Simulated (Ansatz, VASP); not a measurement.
WS2: VASP beside Ansatz

```
W S
1.0
     3.18000    0.00000    0.00000
    -1.59000    2.75396    0.00000
     0.00000    0.00000   12.50000
W S
2 4
Direct
  0.33333 0.66667 0.25000
  0.66667 0.33333 0.75000
  0.33333 0.66667 0.62449
  0.66667 0.33333 0.12449
  0.33333 0.66667 0.87551
  0.66667 0.33333 0.37551
```

Alike in both runs: functional PBE; k mesh 12 × 12 × 3; no spin polarisation.

Ansatz relaxed the structure, and its values are those at the end. VASP's run is a single point on that final structure, the one shown.

|  | VASP | Ansatz |
| --- | --- | --- |
| version | VASP 6.6.1 | Ansatz 0.2.0 |
| potentials or method | VASP PAW PBE potentials, release 64 (W_sv, S), cutoff 520 eV | scalar-relativistic, plane waves, PAW |
| occupations | gaussian, width 0.01 eV | fixed |
| valence electrons in the cell | 52 | 52 |

```tsv
	VASP	Ansatz	Ansatz less VASP
gap on the k mesh at the Fermi level (eV)	1.06	1.04	-0.015
least direct gap on the mesh (eV)	1.76	1.75	-0.003
pressure (GPa)	1.6	1.6	+0.03
```

Ansatz's warnings: stress scf threshold loose.

Spin-orbit coupling is off throughout.
